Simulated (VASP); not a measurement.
Write the native input for VASP 6.6.1 that does the following.

```
Task                   : single point
Functional             : r2SCAN
Potentials or basis    : VASP PAW PBE potentials, release 64 (Cs_sv)
Cutoff                 : 520 eV
k mesh                 : 2 × 2 × 2
Occupations            : fermi-dirac, width 0.1 eV
Spin                   : no spin polarisation
Dipole correction      : no
Further INCAR settings : ALGO = Normal; EDIFF = 1e-06; NBANDS = 10
```

The system is Cs.

```
Cs
1.0
    -3.13489    3.13489    3.13489
     3.13489   -3.13489    3.13489
     3.13489    3.13489   -3.13489
Cs
1
Direct
  0.00000 0.00000 0.00000
```

These files were run (other wordings do the same):

POSCAR

```
Cs
1.0
   -3.1348857123      3.1348857123      3.1348857123
    3.1348857123     -3.1348857123      3.1348857123
    3.1348857123      3.1348857123     -3.1348857123
Cs
1
Direct
    0.0000000000      0.0000000000      0.0000000000
```

INCAR.step1

```
SYSTEM = Cs
PREC     = Accurate       ! precision mode
ENCUT    = 520            ! plane-wave cutoff, eV
ISMEAR   = -1             ! smearing method
SIGMA    = 0.1            ! smearing width, eV
LREAL    = .FALSE.        ! projectors in reciprocal space
LASPH    = .TRUE.         ! aspherical terms in the spheres
NELM     = 60             ! most SCF steps
NBANDS   = 10             ! bands
GGA      = PE             ! functional
ALGO     = Normal         ! electronic algorithm
EDIFF    = 1E-4           ! SCF threshold, eV
LWAVE    = .TRUE.         ! write WAVECAR
LCHARG   = .FALSE.        ! write CHGCAR
```

INCAR.step2

```
SYSTEM = Cs
PREC     = Accurate       ! precision mode
ENCUT    = 520            ! plane-wave cutoff, eV
EDIFF    = 1E-6           ! SCF threshold, eV
ISMEAR   = -1             ! smearing method
SIGMA    = 0.1            ! smearing width, eV
LREAL    = .FALSE.        ! projectors in reciprocal space
LASPH    = .TRUE.         ! aspherical terms in the spheres
NELM     = 60             ! most SCF steps
ALGO     = Normal         ! electronic algorithm
ISIF     = 2              ! what is computed and relaxed
LWAVE    = .FALSE.        ! write WAVECAR
LCHARG   = .FALSE.        ! write CHGCAR
METAGGA  = R2SCAN         ! meta-GGA
LMIXTAU  = .TRUE.       
NBANDS   = 10             ! bands
ISTART   = 1
```

KPOINTS

```
Automatic mesh
0
G
  2 2 2
  0 0 0
```

Potentials or basis: VASP PAW PBE potentials, release 64 (Cs_sv).

Run with:

```console
$ cat potpaw_PBE.64/Cs_sv/POTCAR > POTCAR
$ cp INCAR.step1 INCAR
$ mpirun -np 1 vasp_std > vasp.out
$ cp INCAR.step2 INCAR
$ mpirun -np 1 vasp_std > vasp.out
```

Results of the run:

The pressure is -0.5 GPa and the band gap on the k mesh is zero (an odd number of electrons rules out a gap without spin polarisation).

Caveat: the k points lie up to 0.71 Å⁻¹ apart, too coarse for converged energies and pressures of a metal; the PAW data sets were made with another functional, which shifts forces and pressure a little; spin-orbit coupling is left out, which moves the levels of the heavy elements.

Run time: 15 s on 1 thread of Intel(R) Xeon(R) 6975P-C (Granite Rapids) (shared host), peak memory 0.24 GiB.
